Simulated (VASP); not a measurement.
# Si (a cell with a defect) in VASP: further runs

Si (a cell with a defect) is run at these levels: PBE; tasks: single point.

Program: VASP 6.6.1. These are calculated values, not measurements. Logs are shortened: lines on timing, memory, paths and dates and some standing lists are left out, and cuts for length are marked.

### Step 1. The cell of the first run

The cell holds a defect, 17 atoms: a = 7.679 Å, b = 7.679 Å, c = 7.679 Å, α = 60.00°, β = 60.00°, γ = 60.00°.

### Step 2. Single point, PBE

File INCAR:

```
ALGO = Normal
EDIFF = 1E-6
ENCUT = 520
GGA = PE
ISIF = 2
ISMEAR = -1
LASPH = T
LCHARG = T
LELF = T
LREAL = Auto
LVHAR = T
LWAVE = F
NBANDS = 48
NELM = 100
PREC = Accurate
SIGMA = 0.02
```

File KPOINTS:

```
k-points
0
Gamma
  2 2 2
```

File POSCAR:

```
Si
1.0
    0.0000000000      5.4300000000      5.4300000000
    5.4300000000      0.0000000000      5.4300000000
    5.4300000000      5.4300000000      0.0000000000
Si
17
Direct
   -0.0026243094     -0.0464364641      0.0205801105
    0.1236648250      0.0845119705      0.1353775322
   -0.0486740331      0.0244935543      0.5195580110
   -0.1032044199      0.1617495396      0.7513075506
    0.0063443831      0.4831031308      0.0283149171
    0.1422744015      0.2913904236      0.5370810313
   -0.1372744015      0.7166850829      0.4669060773
    0.0925690608      0.6647974217      0.5974493554
    0.4770902394      0.0595580110      0.0028729282
    0.6187753223      0.0688674033      0.2125690608
    0.4017771639     -0.0609300184      0.5796408840
    0.5610220994      0.1334530387      0.6402302026
    0.5188858195      0.4623296501      0.1102670350
    0.6626795580      0.6754419890      0.1922928177
    0.4570441989      0.4843738490      0.4919797422
    0.5670349908      0.5825414365      0.7414917127
    1.1650920810      0.5679281768      0.1975046041
```

Potentials or basis: VASP PAW PBE potentials, release 64 (Si).

On the command line:

```console
$ cat potpaw_PBE.64/Si/POTCAR > POTCAR
$ mpirun -np 1 vasp_std > vasp.out
```

OUTCAR:

```text
EDIFF = 1E-6
   ENCUT = 520
   GGA = PE
   ISIF = 2
   ISMEAR = -1
   LASPH = T
   LREAL = Auto
   NELM = 100
   PREC = Accurate

 ion  position               nearest neighbor table
   1  0.997  0.954  0.021-   4 2.12   2 2.33  10 2.42  17 2.49   7 2.87
   2  0.124  0.085  0.135-   9 2.31   1 2.33   3 2.45   5 2.51
   3  0.951  0.024  0.520-   4 2.27   8 2.27   2 2.45  12 2.46   7 3.01   6 3.14
   4  0.897  0.162  0.751-   6 2.09   1 2.12   3 2.27  16 2.94  10 3.01   9 3.09
   5  0.006  0.483  0.028-  14 2.32   2 2.51  17 2.61   8 2.73
   6  0.142  0.291  0.537-   4 2.09  17 2.39  11 2.40   7 2.82   8 2.94   3 3.14
   7  0.863  0.717  0.467-   8 2.22  17 2.43  16 2.46  10 2.82   6 2.82   1 2.87  11 2.93   3 3.01

   8  0.093  0.665  0.597-   7 2.22   3 2.27  15 2.32   5 2.73   6 2.94
   9  0.477  0.060  0.003-   2 2.31  12 2.34  10 2.39  14 2.54   4 3.09
  10  0.619  0.069  0.213-   9 2.39   1 2.42  11 2.42  13 2.50   7 2.82  14 2.94   4 3.01
  11  0.402  0.939  0.580-  16 2.31   6 2.40  10 2.42  12 2.65   7 2.93
  12  0.561  0.133  0.640-  15 2.21   9 2.34   3 2.46  11 2.65
  13  0.519  0.462  0.110-  17 2.24  16 2.39  10 2.50  14 2.80  15 2.81
  14  0.663  0.675  0.192-  15 2.29   5 2.32   9 2.54  13 2.80  10 2.94
  15  0.457  0.484  0.492-  12 2.21  14 2.29   8 2.32  13 2.81  16 2.94
  16  0.567  0.583  0.741-  11 2.31  13 2.39   7 2.46   4 2.94  15 2.94
  17  0.165  0.568  0.198-  13 2.24   6 2.39   7 2.43   1 2.49   5 2.61

  LATTYP: Found a face centered cubic cell.
 ALAT       =    10.8600000000

  Lattice vectors:

 A1 = (   0.0000000000,   5.4300000000,   5.4300000000)
 A2 = (   5.4300000000,   0.0000000000,   5.4300000000)
 A3 = (   5.4300000000,   5.4300000000,   0.0000000000)

Analysis of symmetry for initial positions (statically):
=====================================================================
 Subroutine PRICEL returns:
 Original cell was already a primitive cell.

 Routine SETGRP: Setting up the symmetry group for a
 face centered cubic supercell.

 Subroutine GETGRP returns: Found  1 space group operations
 (whereof  1 operations were pure point group operations)
 out of a pool of 48 trial point group operations.

The static configuration has the point symmetry C_1 .

Analysis of symmetry for dynamics (positions and initial velocities):
=====================================================================
 Subroutine PRICEL returns:
 Original cell was already a primitive cell.

 Routine SETGRP: Setting up the symmetry group for a
 face centered cubic supercell.

 Subroutine GETGRP returns: Found  1 space group operations
 (whereof  1 operations were pure point group operations)
 out of a pool of 48 trial point group operations.

The dynamic configuration has the point symmetry C_1 .

 Subroutine INISYM returns: Found  1 space group operations
 (whereof  1 operations are pure point group operations),
 and found     1 'primitive' translations

----------------------------------------------------------------------------------------

                                     Primitive cell

  volume of cell :     320.2060

  direct lattice vectors                    reciprocal lattice vectors
     0.000000000  5.430000000  5.430000000    -0.092081031  0.092081031  0.092081031
     5.430000000  0.000000000  5.430000000     0.092081031 -0.092081031  0.092081031
     5.430000000  5.430000000  0.000000000     0.092081031  0.092081031 -0.092081031

  length of vectors
     7.679179644  7.679179644  7.679179644     0.159489025  0.159489025  0.159489025

  position of ions in fractional coordinates (direct lattice)
     0.997375691  0.953563536  0.020580110
     0.123664825  0.084511971  0.135377532
     0.951325967  0.024493554  0.519558011
     0.896795580  0.161749540  0.751307551
     0.006344383  0.483103131  0.028314917
     0.142274402  0.291390424  0.537081031
[... 9 lines left out ...]
     0.567034991  0.582541437  0.741491713
     0.165092081  0.567928177  0.197504604

  ion indices of the primitive-cell ions
   primitive index   ion index
                 1           1
                 2           2
                 3           3
                 4           4
                 5           5
                 6           6
[... 9 lines left out ...]
                16          16
                17          17

----------------------------------------------------------------------------------------

 KPOINTS: k-points

Automatic generation of k-mesh.
 Grid dimensions read from file:
 generate k-points for:    2    2    2

 Generating k-lattice:

  Cartesian coordinates                     Fractional coordinates (reciprocal lattice)
    -0.046040516  0.046040516  0.046040516     0.500000000  0.000000000  0.000000000
     0.046040516 -0.046040516  0.046040516     0.000000000  0.500000000  0.000000000
     0.046040516  0.046040516 -0.046040516     0.000000000  0.000000000  0.500000000

  Length of vectors
     0.079744512  0.079744512  0.079744512

  Shift w.r.t. Gamma in fractional coordinates (k-lattice)
     0.000000000  0.000000000  0.000000000

 Subroutine IBZKPT returns following result:
 ===========================================

 Found      8 irreducible k-points:

 Following reciprocal coordinates:
            Coordinates               Weight
  0.000000  0.000000  0.000000      1.000000
  0.500000  0.000000  0.000000      1.000000
  0.000000  0.500000  0.000000      1.000000
  0.000000  0.000000  0.500000      1.000000
  0.500000  0.500000  0.500000      1.000000
  0.500000  0.500000  0.000000      1.000000
  0.000000  0.500000  0.500000      1.000000
  0.500000  0.000000  0.500000      1.000000
   k-points           NKPTS =      8   k-points in BZ     NKDIM =      8   number of bands    NBANDS=     48
   number of dos      NEDOS =    301   number of ions     NIONS =     17
   total plane-waves  NPLWV = 216000
   dimension x,y,z NGX =    60 NGY =   60 NGZ =   60
   dimension x,y,z NGXF=   120 NGYF=  120 NGZF=  120
   ions per type =              17
   NGX,Y,Z   is equivalent  to a cutoff of  12.99, 12.99, 12.99 a.u.
   NGXF,Y,Z  is equivalent  to a cutoff of  25.98, 25.98, 25.98 a.u.
 SYSTEM =  unknown system
   PREC   = accura    normal or accurate (medium, high low for compatibility)
   ISTART =      0    job   : 0-new  1-cont  2-samecut
   ICHARG =      2    charge: 1-file 2-atom 10-const
   ISPIN  =      1    spin polarized calculation?
   LNONCOLLINEAR =      F non collinear calculations
   LSORBIT =      F    spin-orbit coupling
   LASPH  =      T    aspherical Exc in radial PAW
   ENCUT  =  520.0 eV  38.22 Ry    6.18 a.u.  14.28 14.28 14.28*2*pi/ulx,y,z
   NELM   =    100;   NELMIN=  2; NELMDL= -5     # of ELM steps
   EDIFF  = 0.1E-05   stopping-criterion for ELM
   LREAL  =      T    real-space projection
   EDIFFG = 0.1E-04   stopping-criterion for IOM
   NSW    =      0    number of steps for IOM
   IBRION =     -1    ionic relax: 0-MD 1-quasi-New 2-CG
   NFREE  =      0    steps in history (QN), initial steepest desc. (CG)
   ISIF   =      2    stress and relaxation
   ISYM   =      2    0-nonsym 1-usesym 2-fastsym
   POTIM  = 0.5000    time-step for ionic-motion
   TEBEG  =    0.0;   TEEND  =   0.0 temperature during run
   PSTRESS=    0.0 pullay stress
   NELECT =      68.0000    total number of electrons
   NUPDOWN=      -1.0000    fix difference up-down
   EMIN   =  10.00;   EMAX   =-10.00  energy-range for DOS
   EFERMI =   0.00;   METHOD = LEGACY
   ISMEAR =    -1;   SIGMA  =   0.02  broadening in eV -4-tet -1-fermi 0-gaus
   EFERMI_NEDOS =   21; number of points for ismear=-14 and -15
   IALGO  =     38    algorithm
   IMIX   =      4    mixing-type and parameters
     AMIX     =   0.40;   BMIX     =  1.00
     AMIX_MAG =   1.60;   BMIX_MAG =  1.00
  volume/ion in A,a.u.               =      18.84       127.11
  Fermi-wavevector in a.u.,A,eV,Ry     =   0.976715  1.845724 12.979587  0.953973
  Thomas-Fermi vector in A             =   2.107356
   LORBIT       =      0    0 simple, 1 ext, 2 COOP (PROOUT), +10 PAW based schemes
   GGA     = PE    functional components
   LHFCALC =     F    Hartree Fock is set to
   AEXX    =    0.0000 exact exchange contribution
   IVDW    =     0    specifies the selected vdW correction
   LEPSILON=     F    determine dielectric tensor
   LRPA    =     F    only Hartree local field effects (RPA)
 non-spin polarized calculation
  energy-cutoff  :      520.00
  volume of cell :      320.21
 maximum number of plane-waves:      8646
 NGX is ok and might be reduce to    60
   NGX = 29   NGY = 29   NGZ = 29

 number of electron      68.0000000 magnetization

 Free energy of the ion-electron system (eV)
  ---------------------------------------------------
  ext. energy  EPLUGINS =         0.00000000
  ---------------------------------------------------
  free energy    TOTEN  =       -83.09661531 eV

  energy without entropy =      -83.09100136  energy(sigma->0) =      -83.09380833

 E-fermi :   6.5789     XC(G=0):  -9.8003

 val. band max:        6.5506728657   @ k =   0.0000   0.0000   0.0000
 cond. band min:       6.6057179905   @ k =   0.5000   0.5000   0.0000
 fundamental gap:      0.0550451248
 Fermi energy:         6.5788856589

 k-point     1 :       0.0000    0.0000    0.0000
  band No.  band energies     occupation
      1      -6.1054      2.00000
      2      -3.7325      2.00000
      3      -3.5739      2.00000
      4      -3.4579      2.00000
      5      -3.1915      2.00000
      6      -2.7838      2.00000
[... 38 lines left out ...]
     45       8.4847      0.00000
     46       8.6642      0.00000

 k-point     2 :       0.5000    0.0000    0.0000
  band No.  band energies     occupation
      1      -5.4829      2.00000
      2      -5.0813      2.00000
      3      -3.7998      2.00000
      4      -3.2469      2.00000
      5      -3.1464      2.00000
      6      -3.0536      2.00000
[... 38 lines left out ...]
     45       9.6971      0.00000
     46       9.8260      0.00000

 k-point     3 :       0.0000    0.5000    0.0000
  band No.  band energies     occupation
      1      -5.4252      2.00000
      2      -5.2014      2.00000
      3      -3.5232      2.00000
      4      -3.3599      2.00000
      5      -3.2049      2.00000
      6      -2.9959      2.00000
[... 38 lines left out ...]
     45       9.7764      0.00000
     46       9.8134      0.00000

 k-point     4 :       0.0000    0.0000    0.5000
  band No.  band energies     occupation
      1      -5.5286      2.00000
      2      -5.0592      2.00000
      3      -3.5381      2.00000
      4      -3.3675      2.00000
      5      -3.3445      2.00000
      6      -3.0474      2.00000
[... 38 lines left out ...]
     45       9.5901      0.00000
     46       9.7685      0.00000

 k-point     5 :       0.5000    0.5000    0.5000
  band No.  band energies     occupation
      1      -5.5755      2.00000
      2      -5.0002      2.00000
      3      -3.6751      2.00000
      4      -3.3233      2.00000
      5      -3.1494      2.00000
      6      -2.9257      2.00000
[... 38 lines left out ...]
     45       9.3421      0.00000
     46       9.7556      0.00000

 k-point     6 :       0.5000    0.5000    0.0000
  band No.  band energies     occupation
      1      -5.3036      2.00000
      2      -4.8661      2.00000
      3      -4.2183      2.00000
      4      -3.8689      2.00000
      5      -3.7136      2.00000
      6      -3.1882      2.00000
[... 38 lines left out ...]
     45       9.9850      0.00000
     46      10.1529      0.00000

 k-point     7 :       0.0000    0.5000    0.5000
  band No.  band energies     occupation
      1      -5.3367      2.00000
      2      -4.7819      2.00000
      3      -4.3426      2.00000
      4      -3.8222      2.00000
      5      -3.4773      2.00000
      6      -3.3934      2.00000
[... 38 lines left out ...]
     45       9.9468      0.00000
     46      10.2632      0.00000

 k-point     8 :       0.5000    0.0000    0.5000
  band No.  band energies     occupation
      1      -5.2109      2.00000
      2      -4.9810      2.00000
      3      -4.3342      2.00000
      4      -3.7384      2.00000
      5      -3.5240      2.00000
      6      -3.3722      2.00000
[... 38 lines left out ...]
     45      10.0027      0.00000
     46      10.2382      0.00000
 [bands above 46 left out]

------------------------ aborting loop because EDIFF is reached ----------------------------------------

  FORCE on cell =-STRESS in cart. coord.  units (eV):
  Direction    XX          YY          ZZ          XY          YZ          ZX
  --------------------------------------------------------------------------------------
  -------------------------------------------------------------------------------------
  Total        0.9155585      4.8571265      9.6931616     -3.1916592     -0.2523485     -3.6554686
  in kB        4.5810728     24.3030349     48.5005375    -15.9697316     -1.2626465    -18.2904403
  external PRESSURE =      25.7948817 kB  Pullay stress =       0.0000000 kB

 VOLUME and BASIS-vectors are now :
 -----------------------------------------------------------------------------
  energy-cutoff  :      520.00
  volume of cell :      320.21
      direct lattice vectors                 reciprocal lattice vectors
     0.000000000  5.430000000  5.430000000    -0.092081031  0.092081031  0.092081031
     5.430000000  0.000000000  5.430000000     0.092081031 -0.092081031  0.092081031
     5.430000000  5.430000000  0.000000000     0.092081031  0.092081031 -0.092081031

 POSITION                                       TOTAL-FORCE (eV/Angst)
 -----------------------------------------------------------------------------------
      5.28960      5.52750     10.59360         0.246659      2.772609     -1.025739
      1.19400      1.40660      1.13040         1.984986     -0.371996      0.542811
      2.95420      7.98690      5.29870        -0.604008     -1.290073      0.090574
      4.95790      8.94920      5.74790         1.413814     -2.925127     -1.642711
      2.77700      0.18820      2.65770        -0.769349      0.350768      0.826755
      4.49860      3.68890      2.35480        -0.465985      0.583111      2.834342
[... 9 lines left out ...]
      7.18950      7.10530      6.24220        -1.497151      0.479133     -0.381961
      4.15630      1.96890      3.98030        -0.394361     -2.260005     -1.233844
 -----------------------------------------------------------------------------------
    total drift:                               -0.002839     -0.000626     -0.000740

  FREE ENERGIE OF THE ION-ELECTRON SYSTEM (eV)
  ---------------------------------------------------
  free  energy   TOTEN  =       -83.0966153070 eV

  energy  without entropy=      -83.0910013583  energy(sigma->0) =      -83.09380833
```

It took 4.5 min on 1 thread of Intel Xeon 8259CL, shared host; peak memory 0.48 GiB.

What came out:

| Item | Value |
| --- | --- |
| Free energy | -83.0966 eV |
| Pressure | 2.6 GPa |
| Largest force | 3.641 eV/Å |
| Band gap on the k mesh | zero (bands 34 and 35 overlap by 0.31 eV) |

Forces in eV/Å, atoms in the order of the input:
```
Si   0.247  2.773 -1.026
Si   1.985 -0.372  0.543
Si  -0.604 -1.290  0.091
Si   1.414 -2.925 -1.643
Si  -0.769  0.351  0.827
Si  -0.466  0.583  2.834
Si  -0.354 -1.215 -1.145
Si   0.786  2.783 -0.907
Si  -0.499  1.137 -0.419
Si   0.636 -0.156  0.343
Si   0.994 -0.237  1.494
Si  -1.911  0.693 -1.167
Si  -0.358  1.195  0.729
Si  -0.380 -1.022  0.073
Si   1.172 -0.516  0.990
Si  -1.497  0.479 -0.382
Si  -0.394 -2.260 -1.234
```

Levels at points of the mesh, in eV from the Fermi level:
```
           k point  band 31  band 32  band 33  band 34  band 35  band 36  band 37  band 38
(0.00, 0.00, 0.00)    -0.90    -0.72    -0.37    -0.13    -0.03     0.50     0.55     0.57
(0.50, 0.00, 0.00)    -1.07    -0.50    -0.26     0.13     0.32     0.74     0.81     0.89
(0.00, 0.50, 0.00)    -1.15    -0.99    -0.47    -0.09     0.17     0.29     0.67     0.92
(0.00, 0.00, 0.50)    -1.06    -0.87    -0.53    -0.41    -0.17     0.33     0.81     1.05
(0.50, 0.50, 0.50)    -1.19    -0.90    -0.44    -0.32     0.15     0.51     0.69     1.02
(0.50, 0.50, 0.00)    -0.93    -0.74    -0.51     0.03     0.12     0.70     1.02     1.32
(0.00, 0.50, 0.50)    -0.97    -0.95    -0.75    -0.41     0.40     0.96     1.15     1.33
(0.50, 0.00, 0.50)    -1.04    -0.80    -0.67    -0.53     0.34     0.67     1.24     1.52
```

Caveat: the k points lie up to 0.50 Å⁻¹ apart; the atoms stand as in a frame of molecular dynamics.

(Continued in part 2 of 2.)
